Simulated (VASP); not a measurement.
Wanted: the native input for a VASP 6.6.1 run.

```yaml
Task: single point
Functional: PBE
Potentials_or_basis: VASP PAW PBE potentials, release 64 (Al, F, Li_sv)
Cutoff: 520 eV
k_mesh: 1 × 1 × 1
Occupations: fermi-dirac, width 0.0655 eV
Spin: no spin polarisation
Dipole_correction: no
Further_INCAR_settings: LREAL = Auto; ALGO = Normal; EDIFF = 1e-06; NBANDS = 84; ISYM = 0
```

The structure of Li2AlF5 lies in POSCAR:

```
Li2AlF5
1.0
    6.1911310000     -0.0229290000     -0.1913040000
   -0.0229290000      6.2658620000     -0.0128380000
   -0.1913040000     -0.0128380000      6.2422390000
Al F Li
3 15 6
Direct
    0.5028691346      0.4621844248      0.3900559400
    0.1169743291      0.1405653308      0.8795653667
    0.6381260335      0.9260685751      0.9063952744
    0.8146995843      0.1609574732      0.8449967490
    0.6869444883      0.9687251672      0.1907823014
    0.8539860058      0.7484290732      0.9021845000
    0.4246017491      0.7188008980      0.9458279279
    0.5737990915      0.8705403680      0.6215276375
    0.7728504021      0.5915901662      0.4244161763
    0.4131506359      0.2107200093      0.3778912651
    0.1038665190      0.9413439600      0.6822552059
    0.1190877326      0.3729402588      0.0828503629
    0.6197753698      0.4243477512      0.1292740127
    0.4170795892      0.1330536971      0.9310552091
    0.3068726569      0.6590805347      0.3816321744
    0.1123604601      1.0068079150      0.1460619187
    0.5646759499      0.4438306143      0.6569501208
    0.1218076054      0.3423174069      0.6988397838
    0.1430670574      0.6431278225      0.1014020411
    0.3187986641      0.9447665190      0.4436746770
    0.8501477802      0.8612365912      0.5378245252
    0.8419222935      0.4970672972      0.6981346681
    0.8830129097      0.2917457320      0.1660611414
    0.4390973728      0.4106225772      0.8956487658
```

The input as run:

INCAR

```
PREC = Accurate
ENCUT = 520
EDIFF = 1E-6
ISMEAR = -1
SIGMA = 0.0655
LREAL = Auto
LASPH = T
NELM = 100
ALGO = Normal
ISIF = 2
LWAVE = F
LCHARG = F
GGA = PE
NBANDS = 84
ISYM = 0
```

KPOINTS

```
regular mesh
0
Gamma
  1 1 1
```

Potentials or basis: VASP PAW PBE potentials, release 64 (Al, F, Li_sv).

Run with:

```bash
$ cat potpaw_PBE.64/Al/POTCAR potpaw_PBE.64/F/POTCAR potpaw_PBE.64/Li_sv/POTCAR > POTCAR
$ mpirun -np 1 vasp_gam > vasp.out
```

It gave:

```yaml
Largest_force: 2.828 eV/Å
```

Caveat: the k points lie up to 1.02 Å⁻¹ apart, too coarse for converged energies, forces and pressures; the atoms stand as in a frame of molecular dynamics.

It took 55 s on 1 thread of AMD EPYC 7R13, on a shared host, peak memory 0.26 GiB.
